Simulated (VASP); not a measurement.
Here is a VASP 6.6.1 calculation.

The input POSCAR:

```
ZnO
1.0
    3.2718123184      0.0000000289      0.0000000000
   -1.6359061842      2.8334725697      0.0000000000
    0.0000000000      0.0000000000     10.6299960000
Zn O
4 4
Direct
    0.6666666667      0.3333333333      0.8441010000
    0.3333333333      0.6666666667      0.3441010000
    0.0000000000      0.0000000000      0.5943080000
    0.0000000000      0.0000000000      0.0943080000
    0.6666666667      0.3333333333      0.6559160000
    0.3333333333      0.6666666667      0.1559160000
    0.0000000000      0.0000000000      0.4056750000
    0.0000000000      0.0000000000      0.9056750000
```

The input INCAR.step1:

```
ALGO     = Normal         # electronic algorithm
EDIFF    = 1E-4           # SCF threshold, eV
ENCUT    = 520            # plane-wave cutoff, eV
GGA      = PE             # functional
ISMEAR   = 0              # smearing method
LASPH    = True           # aspherical terms in the spheres
LCHARG   = False          # write CHGCAR
LREAL    = False          # projectors in reciprocal space
LWAVE    = True           # write WAVECAR
NBANDS   = 46             # bands
NELM     = 80             # most SCF steps
PREC     = Accurate       # precision mode
SIGMA    = 0.02           # smearing width, eV
```

Contents of INCAR.step2:

```
ALGO     = Normal         # electronic algorithm
EDIFF    = 1E-6           # SCF threshold, eV
ENCUT    = 520            # plane-wave cutoff, eV
ISIF     = 2              # what is computed and relaxed
ISMEAR   = 0              # smearing method
ISTART   = 1            
LASPH    = True           # aspherical terms in the spheres
LCHARG   = False          # write CHGCAR
LMIXTAU  = True         
LREAL    = False          # projectors in reciprocal space
LWAVE    = False          # write WAVECAR
METAGGA  = R2SCAN         # meta-GGA
NBANDS   = 46             # bands
NELM     = 80             # most SCF steps
PREC     = Accurate       # precision mode
SIGMA    = 0.02           # smearing width, eV
```

The input KPOINTS:

```
k-points
0
Gamma
  12 12 4
```

Potentials or basis: VASP PAW PBE potentials, release 64 (Zn, O).

Launch:

```bash
$ cat potpaw_PBE.64/Zn/POTCAR potpaw_PBE.64/O/POTCAR > POTCAR
$ cp INCAR.step1 INCAR
$ mpirun -np 1 vasp_std > vasp.out
$ cp INCAR.step2 INCAR
$ mpirun -np 1 vasp_std > vasp.out
```

Estimate the pressure.

-5.1 GPa.

What does it give for the band gap on the k mesh?

1.11 eV.

Predict the largest force.

0.007 eV/Å.

Forces in eV/Å, atoms in the order of the input:
```
Zn   0.000  0.000  0.003
Zn   0.000  0.000  0.003
Zn   0.000  0.000  0.007
Zn   0.000  0.000  0.007
O    0.000  0.000 -0.003
O    0.000  0.000 -0.003
O    0.000  0.000 -0.007
O    0.000  0.000 -0.007
```

Caveat: the cell stands under tension; the PAW data sets were made with another functional, which shifts forces and pressure a little. A k mesh can miss the band edges.
